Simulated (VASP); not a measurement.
Wanted: the native input for a VASP 6.6.1 run.

```
Task                   : single point
Functional             : SVWN5
Potentials or basis    : VASP PAW PBE potentials, release 64 (Al, N)
Cutoff                 : 520 eV
k mesh                 : 10 × 10 × 10
Occupations            : fermi-dirac, width 0.05 eV
Spin                   : no spin polarisation
Dipole correction      : no
Further INCAR settings : ALGO = Normal; EDIFF = 1e-07; NBANDS = 11
```

The structure of AlN lies in POSCAR:

```
AlN
1.0
    0.0000000000      2.1839935596      2.1839935596
    2.1839935596      0.0000000000      2.1839935596
    2.1839935596      2.1839935596      0.0000000000
Al N
1 1
Direct
    0.0000000000      0.0000000000      0.0000000000
    0.2500000000      0.2500000000      0.2500000000
```

These files were run (other wordings do the same):

INCAR

```
SYSTEM = AlN
ALGO = Normal
EDIFF = 1E-7
ENCUT = 520
GGA = VW
ISIF = 2
ISMEAR = -1
LASPH = .TRUE.
LCHARG = .TRUE.
LELF = .TRUE.
LREAL = .FALSE.
LVHAR = .TRUE.
LWAVE = .FALSE.
NBANDS = 11
NELM = 80
PREC = Accurate
SIGMA = 0.05
```

KPOINTS

```
k-points
0
G
  10 10 10
  0 0 0
```

Potentials or basis: VASP PAW PBE potentials, release 64 (Al, N).

Run with:

```console
$ cat potpaw_PBE.64/Al/POTCAR potpaw_PBE.64/N/POTCAR > POTCAR
$ mpirun -np 1 vasp_std > vasp.out
```

Results of the run:

```yaml
Pressure: -2.9 GPa
Band_gap_on_the_k_mesh: 3.23 eV, indirect (least direct gap 4.23 eV)
```

Caveat: the PAW data sets were made with another functional, which shifts forces and pressure a little.

Wall time 8.3 s on 1 thread of Intel Xeon 8259CL, with other jobs on the host, peak memory 0.13 GiB.
